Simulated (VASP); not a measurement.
# SnO2 in VASP: further runs

SnO2 is run at these levels: r2SCAN; tasks: single point.

All numbers are computed with VASP 6.6.1; they aren't measurements. Logs are shortened: lines on timing, memory, paths and dates and some standing lists are left out, and cuts for length are marked.

## 1. The cell of the first run

Symmetry: I4/mmm, No. 139, tetragonal system. The conventional cell has a = 3.583 Å, b = 3.583 Å, c = 4.896 Å, α = 90.00°, β = 90.00°, γ = 90.00°. Within 2.9 Å of Sn (site symmetry 4/mmm) lie 8 O at 2.17 Å. Within 2.9 Å of O (site symmetry -4m2) lie 4 Sn at 2.17 Å and 6 O at 2.45 to 2.53 Å.

## 2. Single point, r2SCAN (uniaxial x strain -3.4%)

Contents of POSCAR:

```
SnO2
1.0
    0.0000000000      2.5334669704      2.5334669704
    2.4478357868      0.0000000000      2.5334669704
    2.4478357868      2.5334669704      0.0000000000
Sn O
1 2
Direct
    0.0000000000      0.0000000000      0.0000000000
    0.2500000000      0.2500000000      0.2500000000
    0.7500000000      0.7500000000      0.7500000000
```

Contents of INCAR.step1:

```
PREC = Accurate ; ENCUT = 1480
ISMEAR = 0 ; SIGMA = 0.01
LREAL = F ; LASPH = T
NELM = 120 ; NBANDS = 20
GGA = PE ; ALGO = Normal
EDIFF = 1E-5 ; LWAVE = T
LCHARG = F ; GGA_COMPAT = F
```

Contents of INCAR.step2:

```
PREC = Accurate ; ENCUT = 1480
EDIFF = 1E-6 ; ISMEAR = 0
SIGMA = 0.01 ; LREAL = F
LASPH = T ; NELM = 120
ALGO = Normal ; ISIF = 2
LWAVE = F ; LCHARG = F
METAGGA = R2SCAN ; LMIXTAU = T
NBANDS = 20 ; ISTART = 1
GGA_COMPAT = F
```

Contents of KPOINTS:

```
Automatic mesh
0
Gamma
  8 8 8
```

Potentials or basis: VASP PAW PBE potentials, release 64 (Sn_d, O_h).

Command:

```console
$ cat potpaw_PBE.64/Sn_d/POTCAR potpaw_PBE.64/O_h/POTCAR > POTCAR
$ cp INCAR.step1 INCAR
$ mpirun -np 1 vasp_std > vasp.out
$ cp INCAR.step2 INCAR
$ mpirun -np 1 vasp_std > vasp.out
```

OUTCAR:

```text
PREC = Accurate
   ENCUT = 1480
   EDIFF = 1E-6
   ISMEAR = 0
   LREAL = F
   LASPH = T
   NELM = 120
   ISIF = 2
   METAGGA = R2SCAN
   ISTART = 1

 ion  position               nearest neighbor table
   1  0.000  0.000  0.000-   3 2.17   3 2.17   3 2.17   2 2.17   3 2.17   2 2.17   2 2.17   2 2.17

   2  0.250  0.250  0.250-   1 2.17   1 2.17   1 2.17   1 2.17
   3  0.750  0.750  0.750-   1 2.17   1 2.17   1 2.17   1 2.17

  LATTYP: Found a body centered tetragonal cell.
 ALAT       =     3.5828633494
 C/A-ratio  =     1.3664131440

  Lattice vectors:

 A1 = (  -2.4478357868,   0.0000000000,  -2.5334669704)
 A2 = (  -2.4478357868,   0.0000000000,   2.5334669704)
 A3 = (   2.4478357868,   2.5334669704,   0.0000000000)

Analysis of symmetry for initial positions (statically):
=====================================================================
 Subroutine PRICEL returns:
 Original cell was already a primitive cell.

 Routine SETGRP: Setting up the symmetry group for a
 body centered tetragonal supercell.

 Subroutine GETGRP returns: Found 16 space group operations
 (whereof 16 operations were pure point group operations)
 out of a pool of 16 trial point group operations.

The static configuration has the point symmetry D_4h.

Analysis of symmetry for dynamics (positions and initial velocities):
=====================================================================
 Subroutine PRICEL returns:
 Original cell was already a primitive cell.

 Routine SETGRP: Setting up the symmetry group for a
 body centered tetragonal supercell.

 Subroutine GETGRP returns: Found 16 space group operations
 (whereof 16 operations were pure point group operations)
 out of a pool of 16 trial point group operations.

The dynamic configuration has the point symmetry D_4h.

 Subroutine INISYM returns: Found 16 space group operations
 (whereof 16 operations are pure point group operations),
 and found     1 'primitive' translations

----------------------------------------------------------------------------------------

                                     Primitive cell

  volume of cell :      31.4226

  direct lattice vectors                    reciprocal lattice vectors
     0.000000000  2.533466970  2.533466970    -0.204262068  0.197358010  0.197358010
     2.447835787  0.000000000  2.533466970     0.204262068 -0.197358010  0.197358010
[... 80 lines left out ...]
   ICHARG =      0    charge: 1-file 2-atom 10-const
   ISPIN  =      1    spin polarized calculation?
   LNONCOLLINEAR =      F non collinear calculations
   LSORBIT =      F    spin-orbit coupling
   LASPH  =      T    aspherical Exc in radial PAW
   ENCUT  = 1480.0 eV 108.78 Ry   10.43 a.u.  11.24 11.05 11.05*2*pi/ulx,y,z
   NELM   =    120;   NELMIN=  2; NELMDL=  0     # of ELM steps
   EDIFF  = 0.1E-05   stopping-criterion for ELM
   LREAL  =      F    real-space projection
   EDIFFG = 0.1E-04   stopping-criterion for IOM
   NSW    =      0    number of steps for IOM
   IBRION =     -1    ionic relax: 0-MD 1-quasi-New 2-CG
   NFREE  =      0    steps in history (QN), initial steepest desc. (CG)
   ISIF   =      2    stress and relaxation
   ISYM   =      2    0-nonsym 1-usesym 2-fastsym
   POTIM  = 0.5000    time-step for ionic-motion
   TEBEG  =    0.0;   TEEND  =   0.0 temperature during run
   PSTRESS=    0.0 pullay stress
   NELECT =      26.0000    total number of electrons
   NUPDOWN=      -1.0000    fix difference up-down
   EMIN   =  10.00;   EMAX   =-10.00  energy-range for DOS
   EFERMI =   0.00;   METHOD = LEGACY
   ISMEAR =     0;   SIGMA  =   0.01  broadening in eV -4-tet -1-fermi 0-gaus
   EFERMI_NEDOS =   21; number of points for ismear=-14 and -15
   IALGO  =     38    algorithm
   IMIX   =      4    mixing-type and parameters
     AMIX     =   0.40;   BMIX     =  1.00
     AMIX_MAG =   1.60;   BMIX_MAG =  1.00
  volume/ion in A,a.u.               =      10.47        70.68
  Fermi-wavevector in a.u.,A,eV,Ry     =   1.536922  2.904361 32.138699  2.362128
  Thomas-Fermi vector in A             =   2.643503
   LORBIT       =      0    0 simple, 1 ext, 2 COOP (PROOUT), +10 PAW based schemes
   METAGGA = R2SCAN    functional components
   LHFCALC =     F    Hartree Fock is set to
   AEXX    =    0.0000 exact exchange contribution
   IVDW    =     0    specifies the selected vdW correction
   LEPSILON=     F    determine dielectric tensor
   LRPA    =     F    only Hartree local field effects (RPA)
 non-spin polarized calculation
 Gauss-broadening in eV      SIGMA  =   0.01
  energy-cutoff  :     1480.00
  volume of cell :       31.42
 maximum number of plane-waves:      4078
 NGX is ok and might be reduce to    48
   NGX = 23   NGY = 23   NGZ = 23

 number of electron      26.0000002 magnetization

 Free energy of the ion-electron system (eV)
  ---------------------------------------------------
  ext. energy  EPLUGINS =         0.00000000
  ---------------------------------------------------
  free energy    TOTEN  =       -41.43197319 eV

  energy without entropy =      -41.43197319  energy(sigma->0) =      -41.43197319

 E-fermi :   8.9248     XC(G=0): -12.9789

 val. band max:        8.8745687982   @ k =  -0.2500   0.5000   0.2500
 cond. band min:       9.9026546125   @ k =   0.0000   0.0000   0.0000
 fundamental gap:      1.0280858143
 Fermi energy:         8.9248001044

 k-point     1 :       0.0000    0.0000    0.0000
  band No.  band energies     occupation
      1     -12.4504      2.00000
      2     -12.4504      2.00000
      3     -12.4122      2.00000
      4     -12.3367      2.00000
      5     -12.2108      2.00000
      6     -12.1998      2.00000
[... 541 lines left out ...]
     19      24.9685      0.00000
     20      27.9591      0.00000

 [... further k-points ...]
[... 5 lines left out ...]
  --------------------------------------------------------------------------------------
  -------------------------------------------------------------------------------------
  Total        4.3012161      0.7798834      0.7798834      0.0000000      0.0000000      0.0000000
  in kB      219.3103236     39.7646773     39.7646773      0.0000000      0.0000000      0.0000000
  external PRESSURE =      99.6132261 kB  Pullay stress =       0.0000000 kB

 VOLUME and BASIS-vectors are now :
 -----------------------------------------------------------------------------
  energy-cutoff  :     1480.00
  volume of cell :       31.42
      direct lattice vectors                 reciprocal lattice vectors
     0.000000000  2.533466970  2.533466970    -0.204262068  0.197358010  0.197358010
     2.447835787  0.000000000  2.533466970     0.204262068 -0.197358010  0.197358010
     2.447835787  2.533466970  0.000000000     0.204262068  0.197358010 -0.197358010

 POSITION                                       TOTAL-FORCE (eV/Angst)
 -----------------------------------------------------------------------------------
      0.00000      0.00000      0.00000        -0.000000     -0.000000     -0.000000
      1.22392      1.26673      1.26673        -0.000000     -0.000000     -0.000000
      3.67175      3.80020      3.80020         0.000000      0.000000      0.000000
 -----------------------------------------------------------------------------------
    total drift:                               -0.000000     -0.000000      0.000000

  FREE ENERGIE OF THE ION-ELECTRON SYSTEM (eV)
  ---------------------------------------------------
  free  energy   TOTEN  =       -41.4319731900 eV

  energy  without entropy=      -41.4319731900  energy(sigma->0) =      -41.43197319
```

OUTCAR.step1:

```text
PREC = Accurate
   ENCUT = 1480
   ISMEAR = 0
   LREAL = F
[... 780 lines left out ...]
      0.00000      0.00000      0.00000         0.000000      0.000000     -0.000000
      1.22392      1.26673      1.26673         0.000000     -0.000000     -0.000000
      3.67175      3.80020      3.80020        -0.000000      0.000000      0.000000
 -----------------------------------------------------------------------------------
    total drift:                               -0.000000     -0.000000      0.000000

  FREE ENERGIE OF THE ION-ELECTRON SYSTEM (eV)
  ---------------------------------------------------
  free  energy   TOTEN  =       -17.7495675858 eV

  energy  without entropy=      -17.7495675858  energy(sigma->0) =      -17.74956759
```

OSZICAR.step1:

```text
N       E                     dE             d eps       ncg     rms          rms(c)
DAV:   1     0.412343529265E+03    0.41234E+03   -0.24782E+04  2476   0.406E+03
DAV:   2     0.499538167651E+02   -0.36239E+03   -0.34432E+03  2480   0.835E+02
DAV:   3    -0.167717336343E+02   -0.66726E+02   -0.64183E+02  2800   0.219E+02
DAV:   4    -0.209135898109E+02   -0.41419E+01   -0.41085E+01  2708   0.553E+01
DAV:   5    -0.210010939680E+02   -0.87504E-01   -0.87465E-01  2836   0.825E+00    0.114E+01
DAV:   6    -0.177408356275E+02    0.32603E+01   -0.10425E+01  3740   0.564E+01    0.411E+00
DAV:   7    -0.177662952845E+02   -0.25460E-01   -0.70658E-01  2560   0.627E+00    0.203E+00
DAV:   8    -0.177503015420E+02    0.15994E-01   -0.60440E-02  2732   0.301E+00    0.374E-01
DAV:   9    -0.177490482114E+02    0.12533E-02   -0.77157E-03  3376   0.162E+00    0.987E-02
DAV:  10    -0.177495616030E+02   -0.51339E-03   -0.14972E-03  2624   0.292E-01    0.410E-02
DAV:  11    -0.177495675858E+02   -0.59828E-05   -0.82998E-05  2692   0.105E-01
   1 F= -.17749568E+02 E0= -.17749568E+02  d E =-.465869E-18
```

Run time: 6.2 min. Hardware: 1 thread of Intel Xeon Platinum 8488C (Sapphire Rapids), shared host; peak memory 0.48 GiB.

What came out:

```
Free energy            : -41.4320 eV
Pressure               : 10.0 GPa
Band gap on the k mesh : 1.03 eV (least direct gap 2.27 eV)
```

Caveat: the cell differs from its parent crystal (uniaxial x strain -3.4%); the stress differs along the axes, from 4 to 22 GPa; the structure was generated, so it needn't be the stable form of SnO2; the PAW data sets were made with another functional, which shifts forces and pressure a little; spin-orbit coupling is left out, which moves the levels of the heavy elements.

## 3. Single point, r2SCAN (strain along [111] +0.3%)

Contents of POSCAR:

```
SnO2
1.0
    0.0050669339      2.5385339043      2.5385339043
    2.5385339043      0.0050669339      2.5385339043
    2.5385339043      2.5385339043      0.0050669339
Sn O
1 2
Direct
    0.0000000000      0.0000000000      0.0000000000
    0.2500000000      0.2500000000      0.2500000000
    0.7500000000      0.7500000000      0.7500000000
```

Contents of INCAR.step1:

```
PREC = Accurate
ENCUT = 1480
ISMEAR = 0
SIGMA = 0.01
LREAL = False
LASPH = True
NELM = 120
NBANDS = 20
GGA = PE
ALGO = Normal
EDIFF = 1E-5
LWAVE = True
LCHARG = False
GGA_COMPAT = False
```

Contents of INCAR.step2:

```
PREC = Accurate
ENCUT = 1480
EDIFF = 1E-6
ISMEAR = 0
SIGMA = 0.01
LREAL = False
LASPH = True
NELM = 120
ALGO = Normal
ISIF = 2
LWAVE = False
LCHARG = False
METAGGA = R2SCAN
LMIXTAU = True
NBANDS = 20
ISTART = 1
GGA_COMPAT = False
```

Contents of KPOINTS:

```
regular mesh
0
Gamma
  8 8 8
```

Potentials or basis: VASP PAW PBE potentials, release 64 (Sn_d, O_h).

Command:

```console
$ cat potpaw_PBE.64/Sn_d/POTCAR potpaw_PBE.64/O_h/POTCAR > POTCAR
$ cp INCAR.step1 INCAR
$ mpirun -np 1 vasp_std > vasp.out
$ cp INCAR.step2 INCAR
$ mpirun -np 1 vasp_std > vasp.out
```

It took 8.3 min on 1 thread of Intel Xeon Platinum 8488C (Sapphire Rapids), shared host; peak memory 0.49 GiB.

The run converged. Its results:

* Free energy: -41.5115 eV
* Pressure: 0.5 GPa
* Largest force: 0.009 eV/Å
* Band gap on the k mesh: 0.83 eV (least direct gap 2.24 eV)

Forces on the atoms (eV/Å):
```
Sn   0.000  0.000  0.000
O   -0.005 -0.005 -0.005
O    0.005  0.005  0.005
```

Levels at points of the mesh, in eV from the valence-band top:
```
           k point  band 10  band 11  band 12  band 13  band 14  band 15  band 16  band 17
(0.00, 0.00, 0.00)    -3.01    -1.44    -1.44    -1.41     0.83     7.85     7.92     7.92
(0.50, 0.00, 0.00)    -3.47    -3.46    -2.20    -2.19     5.52     8.61    11.35    11.41
(0.50, 0.50, 0.00)    -5.62    -0.21    -0.20    -0.13     3.85     8.07    10.47    13.32
(0.50, 0.50, 0.50)    -3.45    -3.45    -2.19    -2.19     5.50     8.60    11.38    11.38
```

Caveat: the cell differs from its parent crystal (strain along [111] +0.3%); the structure was generated, so it needn't be the stable form of SnO2; the PAW data sets were made with another functional, which shifts forces and pressure a little; spin-orbit coupling is left out, which moves the levels of the heavy elements.
